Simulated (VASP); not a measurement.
A run of VASP 6.6.1 is set up as follows.

File INCAR:

```
PREC     = Accurate       # precision mode
ENCUT    = 520            # plane-wave cutoff, eV
EDIFF    = 1E-6           # SCF threshold, eV
ISMEAR   = 0              # smearing method
SIGMA    = 0.1            # smearing width, eV
LREAL    = False          # projectors in reciprocal space
LASPH    = True           # aspherical terms in the spheres
NELM     = 100            # most SCF steps
ALGO     = Normal         # electronic algorithm
ISIF     = 2              # what is computed and relaxed
LWAVE    = False          # write WAVECAR
LCHARG   = False          # write CHGCAR
LDIPOL   = True         
IDIPOL   = 3            
DIPOL    = 0.5 0.5 0.292
GGA      = PE             # functional
NBANDS   = 23             # bands
```

File KPOINTS:

```
Automatic mesh
0
Gamma
  14 14 1
```

File POSCAR:

```
ZrSnSe
1.0
    3.3816316497      0.0000000000      0.0000000000
    0.0000000000      3.3816316497      0.0000000000
    0.0000000000      0.0000000000     30.6878519200
Zr Sn Se
1 1 1
Direct
    0.0000000000      0.0000000000      0.2801381983
    0.5000000000      0.5000000000      0.3570642797
    0.5000000000      0.5000000000      0.2389096764
```

Potentials or basis: VASP PAW PBE potentials, release 64 (Zr_sv, Sn_d, Se).

The run is started by

```bash
$ cat potpaw_PBE.64/Zr_sv/POTCAR potpaw_PBE.64/Sn_d/POTCAR potpaw_PBE.64/Se/POTCAR > POTCAR
$ mpirun -np 1 vasp_std > vasp.out
```

Question: What does it give for the band gap on the k mesh?

Answer: Zero (band 16 reaches -2.10 eV, above the bottom of band 17 at -2.68 eV).

Question: What does it give for the largest force?

Answer: 0.167 eV/Å.

Forces in eV/Å, atoms in the order of the input:
```
Zr   0.000  0.000  0.126
Sn   0.000  0.000  0.041
Se   0.000  0.000 -0.167
```

Caveat: spin-orbit coupling is left out, which moves the levels of the heavy elements.
